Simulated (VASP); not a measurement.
# MnO2 (P4_2/mnm) in VASP: single point with PBEsol

Aim: the single point of MnO2 with PBEsol.

Everything below comes from runs of VASP 6.6.1. Logs are shortened: lines on timing, memory, paths and dates and some standing lists are left out, and cuts for length are marked.

### 1 The cell of the first run

It takes space group P4_2/mnm (No. 136, tetragonal). The conventional cell has a = 4.423 Å, b = 4.423 Å, c = 2.907 Å, α = 90.00°, β = 90.00°, γ = 90.00°. Mn (site symmetry mmm) has 6 O at 1.90 Å within 2.5 Å. Within 2.5 Å of O (site symmetry m2m) lie 3 Mn at 1.90 Å and 1 O at 2.45 Å.

### 2 Single point, PBEsol, collinear spin, ferromagnetic start

INCAR reads:

```
ALGO     = Normal         # electronic algorithm
EDIFF    = 1E-6           # SCF threshold, eV
ENCUT    = 600            # plane-wave cutoff, eV
GGA      = PS             # functional
GGA_COMPAT= False        
ISIF     = 2              # what is computed and relaxed
ISMEAR   = -1             # smearing method
ISPIN    = 2              # spin polarisation
LASPH    = True           # aspherical terms in the spheres
LCHARG   = False          # write CHGCAR
LMAXMIX  = 4              # l up to which the mixer works
LORBIT   = 11             # projections on sites
LREAL    = False          # projectors in reciprocal space
LWAVE    = False          # write WAVECAR
MAGMOM   = 3 3 0 0 0 0    # initial moments
NBANDS   = 38             # bands
NELM     = 200            # most SCF steps
PREC     = Accurate       # precision mode
SIGMA    = 0.1            # smearing width, eV
```

KPOINTS reads:

```
k-points
0
Gamma
  5 5 8
```

POSCAR reads:

```
MnO2
1.0
    4.4228262600      0.0000000000      0.0000000000
    0.0000000000      4.4228262600      0.0000000000
    0.0000000000      0.0000000000      2.9073522600
Mn O
2 4
Direct
    0.0000000000      0.0000000000      0.0000000000
    0.5000000000      0.5000000000      0.5000000000
    0.3040000000      0.3040000000      0.0000000000
    0.6960000000      0.6960000000      0.0000000000
    0.8040000000      0.1960000000      0.5000000000
    0.1960000000      0.8040000000      0.5000000000
```

Potentials or basis: VASP PAW PBE potentials, release 64 (Mn_pv, O).

Run with:

```bash
$ cat potpaw_PBE.64/Mn_pv/POTCAR potpaw_PBE.64/O/POTCAR > POTCAR
$ mpirun -np 1 vasp_std > vasp.out
```

OUTCAR:

```text
EDIFF = 1E-6
   ENCUT = 600
   GGA = PS
   ISIF = 2
   ISMEAR = -1
   ISPIN = 2
   LASPH = True
   LORBIT = 11
   LREAL = False
   NELM = 200
   PREC = Accurate

 ion  position               nearest neighbor table
   1  0.000  0.000  0.000-   3 1.90   4 1.90   5 1.90   6 1.90   5 1.90   6 1.90
   2  0.500  0.500  0.500-   5 1.90   6 1.90   3 1.90   4 1.90   3 1.90   4 1.90
   3  0.304  0.304  0.000-   1 1.90   2 1.90   2 1.90
   4  0.696  0.696  0.000-   1 1.90   2 1.90   2 1.90
   5  0.804  0.196  0.500-   2 1.90   1 1.90   1 1.90
   6  0.196  0.804  0.500-   2 1.90   1 1.90   1 1.90

  LATTYP: Found a simple tetragonal cell.
 ALAT       =     4.4228262600
 C/A-ratio  =     0.6573516772

  Lattice vectors:

 A1 = (   4.4228262600,   0.0000000000,   0.0000000000)
 A2 = (   0.0000000000,   4.4228262600,   0.0000000000)
 A3 = (   0.0000000000,   0.0000000000,   2.9073522600)

Analysis of symmetry for initial positions (statically):
=====================================================================
 Subroutine PRICEL returns:
 Original cell was already a primitive cell.

 Routine SETGRP: Setting up the symmetry group for a
 simple tetragonal supercell.

 Subroutine GETGRP returns: Found 16 space group operations
 (whereof  8 operations were pure point group operations)
 out of a pool of 16 trial point group operations.

The static configuration has the point symmetry D_2h.
 The point group associated with its full space group is D_4h.

Analysis of symmetry for dynamics (positions and initial velocities):
=====================================================================
 Subroutine PRICEL returns:
 Original cell was already a primitive cell.

 Routine SETGRP: Setting up the symmetry group for a
 simple tetragonal supercell.

 Subroutine GETGRP returns: Found 16 space group operations
 (whereof  8 operations were pure point group operations)
 out of a pool of 16 trial point group operations.

The dynamic configuration has the point symmetry D_2h.
 The point group associated with its full space group is D_4h.

Analysis of structural, dynamic, and magnetic symmetry:
=====================================================================
 Subroutine PRICEL returns:
 Original cell was already a primitive cell.

 Routine SETGRP: Setting up the symmetry group for a
 simple tetragonal supercell.

 Subroutine GETGRP returns: Found 16 space group operations
 (whereof  8 operations were pure point group operations)
 out of a pool of 16 trial point group operations.

The overall configuration has the point symmetry D_2h.
 The point group associated with its full space group is D_4h.

 Subroutine INISYM returns: Found 16 space group operations
 (whereof  8 operations are pure point group operations),
 and found     1 'primitive' translations

----------------------------------------------------------------------------------------

                                     Primitive cell

  volume of cell :      56.8719

  direct lattice vectors                    reciprocal lattice vectors
     4.422826260  0.000000000  0.000000000     0.226099770  0.000000000  0.000000000
     0.000000000  4.422826260  0.000000000     0.000000000  0.226099770  0.000000000
     0.000000000  0.000000000  2.907352260     0.000000000  0.000000000  0.343955569

  length of vectors
     4.422826260  4.422826260  2.907352260     0.226099770  0.226099770  0.343955569

  position of ions in fractional coordinates (direct lattice)
     0.000000000  0.000000000  0.000000000
     0.500000000  0.500000000  0.500000000
     0.304000000  0.304000000  0.000000000
     0.696000000  0.696000000  0.000000000
     0.804000000  0.196000000  0.500000000
     0.196000000  0.804000000  0.500000000

  ion indices of the primitive-cell ions
   primitive index   ion index
                 1           1
                 2           2
                 3           3
[... 31 lines left out ...]
            Coordinates               Weight
  0.000000  0.000000  0.000000      1.000000
  0.200000  0.000000  0.000000      4.000000
  0.400000  0.000000  0.000000      4.000000
  0.200000  0.200000  0.000000      4.000000
  0.400000  0.200000  0.000000      8.000000
  0.400000  0.400000  0.000000      4.000000
[... 16 lines left out ...]
  0.400000  0.200000  0.375000     16.000000
  0.400000  0.400000  0.375000      8.000000
 [... further k-points ...]
   k-points           NKPTS =     30   k-points in BZ     NKDIM =     30   number of bands    NBANDS=     38
   number of dos      NEDOS =    301   number of ions     NIONS =      6
   total plane-waves  NPLWV =  31104
   dimension x,y,z NGX =    36 NGY =   36 NGZ =   24
   dimension x,y,z NGXF=    72 NGYF=   72 NGZF=   48
   ions per type =               2   4
   NGX,Y,Z   is equivalent  to a cutoff of  13.53, 13.53, 13.72 a.u.
   NGXF,Y,Z  is equivalent  to a cutoff of  27.06, 27.06, 27.45 a.u.
 SYSTEM =  unknown system
   PREC   = accura    normal or accurate (medium, high low for compatibility)
   ISTART =      0    job   : 0-new  1-cont  2-samecut
   ICHARG =      2    charge: 1-file 2-atom 10-const
   ISPIN  =      2    spin polarized calculation?
   LNONCOLLINEAR =      F non collinear calculations
   LSORBIT =      F    spin-orbit coupling
   LASPH  =      T    aspherical Exc in radial PAW
   ENCUT  =  600.0 eV  44.10 Ry    6.64 a.u.   8.83  8.83  5.81*2*pi/ulx,y,z
   NELM   =    200;   NELMIN=  2; NELMDL= -5     # of ELM steps
   EDIFF  = 0.1E-05   stopping-criterion for ELM
   LREAL  =      F    real-space projection
   EDIFFG = 0.1E-04   stopping-criterion for IOM
   NSW    =      0    number of steps for IOM
   IBRION =     -1    ionic relax: 0-MD 1-quasi-New 2-CG
   NFREE  =      0    steps in history (QN), initial steepest desc. (CG)
   ISIF   =      2    stress and relaxation
   ISYM   =      2    0-nonsym 1-usesym 2-fastsym
   POTIM  = 0.5000    time-step for ionic-motion
   TEBEG  =    0.0;   TEEND  =   0.0 temperature during run
   PSTRESS=    0.0 pullay stress
   NELECT =      50.0000    total number of electrons
   NUPDOWN=      -1.0000    fix difference up-down
   EMIN   =  10.00;   EMAX   =-10.00  energy-range for DOS
   EFERMI =   0.00;   METHOD = LEGACY
   ISMEAR =    -1;   SIGMA  =   0.10  broadening in eV -4-tet -1-fermi 0-gaus
   EFERMI_NEDOS =   21; number of points for ismear=-14 and -15
   IALGO  =     38    algorithm
   IMIX   =      4    mixing-type and parameters
     AMIX     =   0.40;   BMIX     =  1.00
     AMIX_MAG =   1.60;   BMIX_MAG =  1.00
  volume/ion in A,a.u.               =       9.48        63.97
  Fermi-wavevector in a.u.,A,eV,Ry     =   1.568312  2.963679 33.464908  2.459601
  Thomas-Fermi vector in A             =   2.670362
   LORBIT       =     11    0 simple, 1 ext, 2 COOP (PROOUT), +10 PAW based schemes
   GGA     = PS    functional components
   LHFCALC =     F    Hartree Fock is set to
   AEXX    =    0.0000 exact exchange contribution
   IVDW    =     0    specifies the selected vdW correction
   LEPSILON=     F    determine dielectric tensor
   LRPA    =     F    only Hartree local field effects (RPA)
 spin polarized calculation
  energy-cutoff  :      600.00
  volume of cell :       56.87
 maximum number of plane-waves:      1931
 NGX is ok and might be reduce to    36
   NGX = 17   NGY = 17   NGZ = 11

 number of electron      49.9999963 magnetization       5.9439811

 Free energy of the ion-electron system (eV)
  ---------------------------------------------------
  ext. energy  EPLUGINS =         0.00000000
  ---------------------------------------------------
  free energy    TOTEN  =       -50.30728055 eV

  energy without entropy =      -50.25460595  energy(sigma->0) =      -50.28094325

 E-fermi :   5.0802     XC(G=0): -12.1846

 val. band max:        5.0617368108   @ k =   0.0000   0.0000   0.1250
 cond. band min:       5.1387462977   @ k =   0.0000   0.0000   0.0000
 fundamental gap:      0.0770094868
 Fermi energy:         5.0802047900

 spin component 1

 k-point     1 :       0.0000    0.0000    0.0000
  band No.  band energies     occupation
      1     -45.5774      1.00000
      2     -45.5701      1.00000
      3     -45.4929      1.00000
      4     -45.4929      1.00000
      5     -45.4226      1.00000
      6     -45.4226      1.00000
[... 949 lines left out ...]
     36      18.1278      0.00000
     37      19.5927      0.00000

 [... further k-points ...]

 spin component 2

 k-point     1 :       0.0000    0.0000    0.0000
  band No.  band energies     occupation
      1     -42.6046      1.00000
      2     -42.5955      1.00000
      3     -42.5179      1.00000
      4     -42.5179      1.00000
      5     -42.4607      1.00000
      6     -42.4606      1.00000
[... 949 lines left out ...]
     36      18.8139      0.00000
     37      19.9550      0.00000

 [... further k-points ...]

 [bands above 37 left out]

------------------------ aborting loop because EDIFF is reached ----------------------------------------

  FORCE on cell =-STRESS in cart. coord.  units (eV):
  Direction    XX          YY          ZZ          XY          YZ          ZX
  --------------------------------------------------------------------------------------
  -------------------------------------------------------------------------------------
  Total       -2.2558841     -2.2558841     -4.3050526      0.0000000      0.0000000      0.0000000
  in kB      -63.5521061    -63.5521061   -121.2806831      0.0000000      0.0000000      0.0000000
  external PRESSURE =     -82.7949651 kB  Pullay stress =       0.0000000 kB

 VOLUME and BASIS-vectors are now :
 -----------------------------------------------------------------------------
  energy-cutoff  :      600.00
  volume of cell :       56.87
      direct lattice vectors                 reciprocal lattice vectors
     4.422826260  0.000000000  0.000000000     0.226099770  0.000000000  0.000000000
     0.000000000  4.422826260  0.000000000     0.000000000  0.226099770  0.000000000
     0.000000000  0.000000000  2.907352260     0.000000000  0.000000000  0.343955569

 POSITION                                       TOTAL-FORCE (eV/Angst)
 -----------------------------------------------------------------------------------
      0.00000      0.00000      0.00000         0.000000     -0.000000     -0.000000
      2.21141      2.21141      1.45368         0.000000     -0.000000     -0.000000
      1.34454      1.34454      0.00000         0.204378      0.204378      0.000000
      3.07829      3.07829      0.00000        -0.204378     -0.204378     -0.000000
      3.55595      0.86687      1.45368         0.204378     -0.204378     -0.000000
      0.86687      3.55595      1.45368        -0.204378      0.204378     -0.000000
 -----------------------------------------------------------------------------------
    total drift:                                0.000000      0.000000      0.000000

  FREE ENERGIE OF THE ION-ELECTRON SYSTEM (eV)
  ---------------------------------------------------
  free  energy   TOTEN  =       -50.3072805505 eV

  energy  without entropy=      -50.2546059546  energy(sigma->0) =      -50.28094325

 total charge

# of ion       s       p       d       tot
------------------------------------------
    1        0.348   6.452   4.884  11.684
    2        0.348   6.452   4.884  11.684
    3        1.560   3.429   0.000   4.989
    4        1.560   3.429   0.000   4.989
    5        1.560   3.429   0.000   4.989
    6        1.560   3.429   0.000   4.989
--------------------------------------------------
tot          6.935  26.621   9.768  43.324

 magnetization (x)

# of ion       s       p       d       tot
------------------------------------------
    1        0.017   0.028   2.668   2.714
    2        0.017   0.028   2.668   2.714
    3        0.001   0.073   0.000   0.074
    4        0.001   0.073   0.000   0.074
    5        0.001   0.073   0.000   0.074
    6        0.001   0.073   0.000   0.074
--------------------------------------------------
tot          0.039   0.347   5.336   5.722
```

It took 3 min on 1 thread of AMD EPYC 9755, shared host; peak memory 0.23 GiB.

Results:

```
Free energy                                           : -50.3073 eV
Pressure                                              : -8.3 GPa
Largest force                                         : 0.289 eV/Å
Net moment                                            : 5.94 μB per cell
Site moments                                          : Mn +2.71; O +0.07 μB
Valence electrons inside the program's atomic spheres : Mn 11.68; O 4.99
```

Forces in eV/Å, atoms in the order of the input:
```
Mn   0.000  0.000  0.000
Mn   0.000  0.000  0.000
O    0.204  0.204  0.000
O   -0.204 -0.204  0.000
O    0.204 -0.204  0.000
O   -0.204  0.204  0.000
```

Stress tensor (GPa, compression positive):
```
 -6.36   0.00   0.00
  0.00  -6.36   0.00
  0.00   0.00 -12.13
```

Levels at points of the mesh, in eV from the Fermi level:
Spin up:
| k point | band 24 | band 25 | band 26 | band 27 | band 28 | band 29 | band 30 | band 31 | band 32 | band 33 |
| --- | --- | --- | --- | --- | --- | --- | --- | --- | --- | --- |
| (0.00, 0.00, 0.00) | -1.74 | -1.25 | -1.25 | -0.70 | -0.32 | -0.16 | 2.49 | 2.49 | 3.29 | 7.22 |
| (0.00, 0.00, 0.50) | -2.21 | -1.07 | -1.07 | -0.21 | -0.21 | 1.15 | 1.15 | 1.44 | 1.44 | 12.01 |
Spin down:
| k point | band 20 | band 21 | band 22 | band 23 | band 24 | band 25 |
| --- | --- | --- | --- | --- | --- | --- |
| (0.00, 0.00, 0.00) | -0.99 | -0.99 | -0.38 | 0.06 | 0.32 | 0.46 |
| (0.00, 0.00, 0.50) | -3.15 | -2.38 | -2.38 | 0.97 | 0.97 | 1.35 |

Caveat: the stress differs along the axes, from -12 to -6 GPa; the PAW data sets were made with another functional, which shifts forces and pressure a little; semilocal functionals often make such compounds metallic where correlation or magnetic order opens a gap, which also shifts bond lengths; the run started ferromagnetic, and an antiferromagnetic order may lie lower in energy. With open d or f shells a metallic result of PBEsol can be an artefact of self-interaction; +U or a hybrid may open a gap.
